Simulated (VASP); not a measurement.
# Mg (P-3m1) in VASP: single point with PBEsol

Aim: the single point of Mg with PBEsol.

Everything below comes from runs of VASP 6.6.1. Logs are shortened: lines on timing, memory, paths and dates and some standing lists are left out, and cuts for length are marked.

### 1 The cell of the first run

Symmetry: P-3m1, No. 164, trigonal system. Conventional cell: a = 3.209 Å, b = 3.209 Å, c = 5.210 Å, α = 90.00°, β = 90.00°, γ = 120.00°. Mg (site symmetry 3m) has 12 Mg at 3.04 to 3.36 Å within 4.0 Å.

### 2 Single point, PBEsol (atom 1 (Mg) moved by (+0.000, -0.200) A along x and z)

Input file INCAR:

```
SYSTEM = Mg
  PREC = Accurate
  ENCUT = 520
  EDIFF = 1E-6
  ISMEAR = 0
  SIGMA = 0.15
  LREAL = .FALSE.
  LASPH = .TRUE.
  NELM = 60
  ALGO = Normal
  ISIF = 2
  LWAVE = .FALSE.
  LCHARG = .TRUE.
  GGA = PS
  LELF = .TRUE.
  LVHAR = .TRUE.
  NBANDS = 9
```

Input file KPOINTS:

```
Automatic mesh
0
G
  18 18 10
  0 0 0
```

Input file POSCAR:

```
Mg
1.0
    3.2092715325      0.0000000000      0.0000000000
   -1.6046357662      2.7793106748      0.0000000000
    0.0000000000      0.0000000000      5.2103300000
Mg
2
Direct
    0.3333333333      0.6666666667      0.2116147154
    0.6666666667      0.3333333333      0.7500000000
```

Potentials or basis: VASP PAW PBE potentials, release 64 (Mg).

Run with:

```console
> cat potpaw_PBE.64/Mg/POTCAR > POTCAR
> mpirun -np 1 vasp_std > vasp.out
```

OUTCAR:

```text
SYSTEM = Mg
   PREC = Accurate
   ENCUT = 520
   EDIFF = 1E-6
   ISMEAR = 0
   LREAL = .FALSE.
   LASPH = .TRUE.
   NELM = 60
   ISIF = 2
   GGA = PS

 ion  position               nearest neighbor table
   1  0.333  0.667  0.212-   2 3.04   2 3.04   2 3.04   2 3.36   2 3.36   2 3.36
   2  0.667  0.333  0.750-   1 3.04   1 3.04   1 3.04   1 3.36   1 3.36   1 3.36

  LATTYP: Found a hexagonal cell.
 ALAT       =     3.2092715325
 C/A-ratio  =     1.6235242008

  Lattice vectors:

 A1 = (   3.2092715325,   0.0000000000,   0.0000000000)
 A2 = (  -1.6046357662,   2.7793106748,   0.0000000000)
 A3 = (   0.0000000000,   0.0000000000,   5.2103300000)

Analysis of symmetry for initial positions (statically):
=====================================================================
 Subroutine PRICEL returns:
 Original cell was already a primitive cell.

 Routine SETGRP: Setting up the symmetry group for a
 hexagonal supercell.

 Subroutine GETGRP returns: Found 12 space group operations
 (whereof  6 operations were pure point group operations)
 out of a pool of 24 trial point group operations.

The static configuration has the point symmetry C_3v.
 The point group associated with its full space group is D_3d.

Analysis of symmetry for dynamics (positions and initial velocities):
=====================================================================
 Subroutine PRICEL returns:
 Original cell was already a primitive cell.

 Routine SETGRP: Setting up the symmetry group for a
 hexagonal supercell.

 Subroutine GETGRP returns: Found 12 space group operations
 (whereof  6 operations were pure point group operations)
 out of a pool of 24 trial point group operations.

The dynamic configuration has the point symmetry C_3v.
 The point group associated with its full space group is D_3d.

 Subroutine INISYM returns: Found 12 space group operations
 (whereof  6 operations are pure point group operations),
 and found     1 'primitive' translations

----------------------------------------------------------------------------------------

                                     Primitive cell

  volume of cell :      46.4739

  direct lattice vectors                    reciprocal lattice vectors
     3.209271532  0.000000000  0.000000000     0.311597193  0.179900723  0.000000000
    -1.604635766  2.779310675  0.000000000     0.000000000  0.359801446  0.000000000
     0.000000000  0.000000000  5.210330000     0.000000000  0.000000000  0.191926423

  length of vectors
     3.209271532  3.209271532  5.210330000     0.359801446  0.359801446  0.191926423

  position of ions in fractional coordinates (direct lattice)
     0.333333333  0.666666667  0.211614715
     0.666666667  0.333333333  0.750000000

  ion indices of the primitive-cell ions
   primitive index   ion index
                 1           1
                 2           2

----------------------------------------------------------------------------------------

 KPOINTS: Automatic mesh

Automatic generation of k-mesh.
 Grid dimensions read from file:
 generate k-points for:   18   18   10

 Generating k-lattice:

  Cartesian coordinates                     Fractional coordinates (reciprocal lattice)
     0.017310955  0.009994485  0.000000000     0.055555556  0.000000000  0.000000000
     0.000000000  0.019988969  0.000000000     0.000000000  0.055555556  0.000000000
     0.000000000  0.000000000  0.019192642     0.000000000  0.000000000  0.100000000

  Length of vectors
     0.019988969  0.019988969  0.019192642

  Shift w.r.t. Gamma in fractional coordinates (k-lattice)
     0.000000000  0.000000000  0.000000000

 Subroutine IBZKPT returns following result:
 ===========================================

 Found    330 irreducible k-points:

 Following reciprocal coordinates:
            Coordinates               Weight
  0.000000  0.000000  0.000000      1.000000
  0.055556  0.000000  0.000000      6.000000
  0.111111  0.000000  0.000000      6.000000
  0.166667  0.000000  0.000000      6.000000
  0.222222  0.000000  0.000000      6.000000
  0.277778  0.000000  0.000000      6.000000
[... 16 lines left out ...]
  0.333333  0.111111  0.000000     12.000000
  0.388889  0.111111  0.000000     12.000000
 [... further k-points ...]
   k-points           NKPTS =    330   k-points in BZ     NKDIM =    330   number of bands    NBANDS=      9
   number of dos      NEDOS =    301   number of ions     NIONS =      2
   total plane-waves  NPLWV =  23040
   dimension x,y,z NGX =    24 NGY =   24 NGZ =   40
   dimension x,y,z NGXF=    48 NGYF=   48 NGZF=   80
   ions per type =               2
   NGX,Y,Z   is equivalent  to a cutoff of  12.43, 12.43, 12.76 a.u.
   NGXF,Y,Z  is equivalent  to a cutoff of  24.86, 24.86, 25.53 a.u.
 SYSTEM =  Mg
   PREC   = accura    normal or accurate (medium, high low for compatibility)
   ISTART =      0    job   : 0-new  1-cont  2-samecut
   ICHARG =      2    charge: 1-file 2-atom 10-const
   ISPIN  =      1    spin polarized calculation?
   LNONCOLLINEAR =      F non collinear calculations
   LSORBIT =      F    spin-orbit coupling
   LASPH  =      T    aspherical Exc in radial PAW
   ENCUT  =  520.0 eV  38.22 Ry    6.18 a.u.   5.97  5.97  9.69*2*pi/ulx,y,z
   NELM   =     60;   NELMIN=  2; NELMDL= -5     # of ELM steps
   EDIFF  = 0.1E-05   stopping-criterion for ELM
   LREAL  =      F    real-space projection
[... 7 lines left out ...]
   TEBEG  =    0.0;   TEEND  =   0.0 temperature during run
   PSTRESS=    0.0 pullay stress
   NELECT =       4.0000    total number of electrons
   NUPDOWN=      -1.0000    fix difference up-down
   EMIN   =  10.00;   EMAX   =-10.00  energy-range for DOS
   EFERMI =   0.00;   METHOD = LEGACY
   ISMEAR =     0;   SIGMA  =   0.15  broadening in eV -4-tet -1-fermi 0-gaus
   EFERMI_NEDOS =   21; number of points for ismear=-14 and -15
   IALGO  =     38    algorithm
   IMIX   =      4    mixing-type and parameters
     AMIX     =   0.40;   BMIX     =  1.00
     AMIX_MAG =   1.60;   BMIX_MAG =  1.00
  volume/ion in A,a.u.               =      23.24       156.81
  Fermi-wavevector in a.u.,A,eV,Ry     =   0.722812  1.365916  7.108458  0.522457
  Thomas-Fermi vector in A             =   1.812869
   LORBIT       =      0    0 simple, 1 ext, 2 COOP (PROOUT), +10 PAW based schemes
   GGA     = PS    functional components
   LHFCALC =     F    Hartree Fock is set to
   AEXX    =    0.0000 exact exchange contribution
   IVDW    =     0    specifies the selected vdW correction
   LEPSILON=     F    determine dielectric tensor
   LRPA    =     F    only Hartree local field effects (RPA)
 non-spin polarized calculation
 Gauss-broadening in eV      SIGMA  =   0.15
  energy-cutoff  :      520.00
  volume of cell :       46.47
 maximum number of plane-waves:      1276
   NGX = 11   NGY = 11   NGZ = 19

 number of electron       4.0000000 magnetization

 Free energy of the ion-electron system (eV)
  ---------------------------------------------------
  ext. energy  EPLUGINS =         0.00000000
  ---------------------------------------------------
  free energy    TOTEN  =        -3.39474448 eV

  energy without entropy =       -3.38464126  energy(sigma->0) =       -3.38969287

 E-fermi :   2.5204     XC(G=0):  -8.4876

 val. band max:        2.5183930362   @ k =   0.3889   0.1111   0.3000
 cond. band min:       2.5263782531   @ k =  -0.2222   0.5000   0.2000
 fundamental gap:      0.0079852169
 Fermi energy:         2.5204000599

 k-point     1 :       0.0000    0.0000    0.0000
  band No.  band energies     occupation
      1      -4.3730      2.00000
      2       0.8961      2.00000
      3       1.2832      2.00000
      4      13.3339      0.00000
      5      13.3339      0.00000
      6      13.4118      0.00000
      7      13.4118      0.00000
      8      14.3106      0.00000
      9      15.5321      0.00000

 k-point     2 :       0.0556    0.0000    0.0000
  band No.  band energies     occupation
      1      -4.3128      2.00000
      2       0.9512      2.00000
      3       1.3419      2.00000
      4      11.9175      0.00000
      5      12.5162      0.00000
      6      13.2930      0.00000
      7      14.3158      0.00000
      8      14.9468      0.00000
      9      16.1035      0.00000

 k-point     3 :       0.1111    0.0000    0.0000
  band No.  band energies     occupation
      1      -4.1323      2.00000
      2       1.1166      2.00000
      3       1.5168      2.00000
      4      10.2286      0.00000
      5      11.7588      0.00000
      6      12.5580      0.00000
      7      14.9792      0.00000
      8      15.1113      0.00000
      9      15.2804      0.00000

 k-point     4 :       0.1667    0.0000    0.0000
  band No.  band energies     occupation
      1      -3.8322      2.00000
      2       1.3924      2.00000
      3       1.8050      2.00000
      4       8.5759      0.00000
      5      11.1021      0.00000
      6      11.7493      0.00000
      7      13.3462      0.00000
      8      14.1749      0.00000
      9      15.7304      0.00000
[... 205 lines left out ...]
 k-point    22 :       0.2778    0.1111    0.0000
  band No.  band energies     occupation
      1      -2.0514      2.00000
      2       3.0492      0.00000
      3       3.2440      0.00000
      4       4.5211      0.00000
      5       7.2083      0.00000
      6       9.0525      0.00000
      7       9.9254      0.00000
      8      12.1052      0.00000
      9      12.8606      0.00000

 k-point    23 :       0.3333    0.1111    0.0000
  band No.  band energies     occupation
      1      -1.2904      2.00000
      2       2.7041      0.08331
      3       3.7670      0.00000
      4       4.4681      0.00000
      5       6.8452      0.00000
      6       7.7835      0.00000
      7       8.8658      0.00000
      8      11.8154      0.00000
      9      12.6196      0.00000

 k-point    24 :       0.3889    0.1111    0.0000
  band No.  band energies     occupation
      1      -0.4210      2.00000
      2       1.6131      2.00000
      3       4.5906      0.00000
      4       5.1258      0.00000
      5       6.4493      0.00000
      6       6.6273      0.00000
      7       8.0689      0.00000
      8      11.6425      0.00000
      9      12.4728      0.00000

 [... further k-points ...]
[... 5 lines left out ...]
  --------------------------------------------------------------------------------------
  -------------------------------------------------------------------------------------
  Total       -0.2336343     -0.2336343     -0.0941670     -0.0000000      0.0000000     -0.0000000
  in kB       -8.0544966     -8.0544966     -3.2463873     -0.0000000      0.0000000     -0.0000000
  external PRESSURE =      -6.4517935 kB  Pullay stress =       0.0000000 kB

 VOLUME and BASIS-vectors are now :
 -----------------------------------------------------------------------------
  energy-cutoff  :      520.00
  volume of cell :       46.47
      direct lattice vectors                 reciprocal lattice vectors
     3.209271532  0.000000000  0.000000000     0.311597193  0.179900723  0.000000000
    -1.604635766  2.779310675  0.000000000     0.000000000  0.359801446  0.000000000
     0.000000000  0.000000000  5.210330000     0.000000000  0.000000000  0.191926423

 POSITION                                       TOTAL-FORCE (eV/Angst)
 -----------------------------------------------------------------------------------
     -0.00000      1.85287      1.10258         0.000000     -0.000000      0.524336
      1.60464      0.92644      3.90775        -0.000000      0.000000     -0.524336
 -----------------------------------------------------------------------------------
    total drift:                                0.000000     -0.000000     -0.000000

  FREE ENERGIE OF THE ION-ELECTRON SYSTEM (eV)
  ---------------------------------------------------
  free  energy   TOTEN  =        -3.3947444836 eV

  energy  without entropy=       -3.3846412563  energy(sigma->0) =       -3.38969287
```

Run time: 28 s. Hardware: 1 thread of Intel Xeon 6975P-C (Granite Rapids), shared host; peak memory 0.26 GiB.

Results:

* Free energy: -3.3947 eV
* Pressure: -0.6 GPa
* Largest force: 0.524 eV/Å
* Band gap on the k mesh: zero (bands 2 and 3 overlap by 2.26 eV)

Forces in eV/Å, atoms in the order of the input:
```
Mg   0.000  0.000  0.524
Mg   0.000  0.000 -0.524
```

Levels at points of the mesh, in eV from the Fermi level:
```csv
k point,band 1,band 2,band 3,band 4,band 5,band 6,band 7
"(0.00, 0.00, 0.00)",-6.89,-1.62,-1.24,10.81,10.81,10.89,10.89
"(0.50, 0.00, 0.00)",-2.14,-2.14,2.68,3.04,3.26,3.65,6.77
"(0.00, 0.00, 0.50)",-5.78,-5.20,4.91,5.09,11.44,11.44,11.50
"(0.50, 0.00, 0.50)",-1.22,-1.18,-0.33,-0.32,7.63,7.67,8.32
```

Caveat: the cell differs from its parent crystal (atom 1 (Mg) moved by (+0.000, -0.200) A along x and z); the PAW data sets were made with another functional, which shifts forces and pressure a little.
